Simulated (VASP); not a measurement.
Wanted: the native input for a VASP 6.6.1 run.

```
Task                   : relaxation of shape and atoms at fixed volume
Functional             : PBE
Potentials or basis    : VASP PAW PBE potentials, release 64 (Te)
Cutoff                 : 600 eV
k mesh                 : 16 × 16 × 18
Occupations            : gaussian, width 0.1 eV
Spin                   : no spin polarisation
Dipole correction      : no
Further INCAR settings : ALGO = Normal; EDIFF = 1e-06; IBRION = 2; EDIFFG = -0.01; NSW = 50; ISIF = 4
```

The structure of Te lies in POSCAR:

```
Te
1.0
    3.1483257380      0.0000000000      0.0000000000
    0.0000000000      3.1483257380      0.0000000000
    0.0000000000      0.0000000000      3.1088103935
Te
1
Direct
    0.5000000000      0.5000000000      0.5000000000
```

This isn't the form of Te at room conditions, which is trigonal, of chains.

One way to write it, as run:

INCAR

```
ALGO = Normal
EDIFF = 1E-6
EDIFFG = -0.01
ENCUT = 600
GGA = PE
IBRION = 2
ISIF = 4
ISMEAR = 0
LASPH = T
LCHARG = F
LREAL = F
LWAVE = F
NELM = 60
NSW = 50
PREC = Accurate
SIGMA = 0.1
```

KPOINTS

```
k-points
0
Gamma
  16 16 18
```

Potentials or basis: VASP PAW PBE potentials, release 64 (Te).

Command:

```console
$ cat potpaw_PBE.64/Te/POTCAR > POTCAR
$ mpirun -np 1 vasp_std > vasp.out
```

Results of the run:

```
Energy gained by relaxing : 0.0 meV/atom
Ionic steps               : 2
Pressure after relaxing   : 3.6 GPa
Band gap on the k mesh    : zero (bands 3 and 4 overlap by 5.87 eV)
```

Caveat: spin-orbit coupling is left out, which moves the levels of the heavy elements.

It took 3.3 min on 1 thread of Intel Xeon 8259CL, with other jobs on the host, peak memory 0.26 GiB.
